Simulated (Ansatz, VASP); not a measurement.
Al6H: VASP beside Ansatz

INCAR

```
  PREC = Accurate
  ENCUT = 520
  EDIFF = 1E-6
  ISMEAR = 0
  SIGMA = 0.1
  LREAL = F
  LASPH = T
  NELM = 100
  ALGO = Normal
  ISIF = 2
  LWAVE = F
  LCHARG = F
  LDIPOL = T
  IDIPOL = 3
  DIPOL = 0.5 0.5 0.298
  GGA = PE
  NBANDS = 32
```

Contents of KPOINTS:

```
Automatic mesh
0
Gamma
  6 6 1
```

File POSCAR:

```
Al6H
1.0
    5.7143028096      0.0000000000      0.0000000000
   -2.8571514048      4.9487313980      0.0000000000
    0.0000000000      0.0000000000     22.6016424636
Al H
12 2
Direct
    0.3333333333      0.1666666667      0.1769782885
    0.3333333333      0.6666666667      0.1769782885
    0.8333333333      0.1666666667      0.1769782885
    0.8333333333      0.6666666667      0.1769782885
    0.1666666667      0.3333333333      0.2787817904
    0.1666666667      0.8333333333      0.2787817904
    0.6666666667      0.3333333333      0.2787817904
    0.6666666667      0.8333333333      0.2787817904
    0.0000000000      0.0000000000      0.3805759903
    0.0000000000      0.5000000000      0.3805759903
    0.5000000000      0.0000000000      0.3805759903
    0.5000000000      0.5000000000      0.3805759903
    0.1744755939      0.3489511877      0.4146443109
    0.3255244061      0.6510488123      0.4146443109
```

Input for Ansatz:

```yaml
crystal:
  lattice:
    - [5.7143028096, 0.0, 0.0]
    - [-2.8571514048, 4.948731398, 0.0]
    - [0.0, 0.0, 22.6016424636]
  atoms:
    - { symbol: Al, position: [0.3333333333, 0.1666666667, 0.1769782885] }
    - { symbol: Al, position: [0.3333333333, 0.6666666667, 0.1769782885] }
    - { symbol: Al, position: [0.8333333333, 0.1666666667, 0.1769782885] }
    - { symbol: Al, position: [0.8333333333, 0.6666666667, 0.1769782885] }
    - { symbol: Al, position: [0.1666666667, 0.3333333333, 0.2787817904] }
    - { symbol: Al, position: [0.1666666667, 0.8333333333, 0.2787817904] }
    - { symbol: Al, position: [0.6666666667, 0.3333333333, 0.2787817904] }
    - { symbol: Al, position: [0.6666666667, 0.8333333333, 0.2787817904] }
    - { symbol: Al, position: [0.0, 0.0, 0.3805759903] }
    - { symbol: Al, position: [0.0, 0.5, 0.3805759903] }
    - { symbol: Al, position: [0.5, 0.0, 0.3805759903] }
    - { symbol: Al, position: [0.5, 0.5, 0.3805759903] }
    - { symbol: H, position: [0.1744755939, 0.3489511877, 0.4146443109] }
    - { symbol: H, position: [0.3255244061, 0.6510488123, 0.4146443109] }
basis:
  ecutwfc: 420
kpoints:
  mp_grid: { grid: [6, 6, 1] }
hamiltonian:
  xc: pbe
scf:
  occupations: { method: gaussian, width: 0.1 }
output:
  forces: true
  eigenvalues: true
efield:
  axis: 3
  dipole_correction: true
  ramp_width: 0.04
```

Alike in both runs: task single point; functional PBE; k mesh 6 × 6 × 1; occupations gaussian, width 0.1 eV; no spin polarisation.

|  | VASP | Ansatz |
| --- | --- | --- |
| version | VASP 6.6.1 | Ansatz 0.2.0 |
| potentials or method | VASP PAW PBE potentials, release 64 (Al, H), cutoff 520 eV | scalar-relativistic, plane waves, PAW |
| valence electrons in the cell | 38 | 38 |

|  | VASP | Ansatz | Ansatz less VASP |
| --- | --- | --- | --- |
| gap on the k mesh at the Fermi level (eV) | none | none | - |
| rms of the force components (eV/Å) | 0.395 | 0.397 | +0.0011 |

Atom by atom the forces differ by 0.001 eV/Å (rms over components). A gap of «none» marks a metal or a gap that the smearing closes.
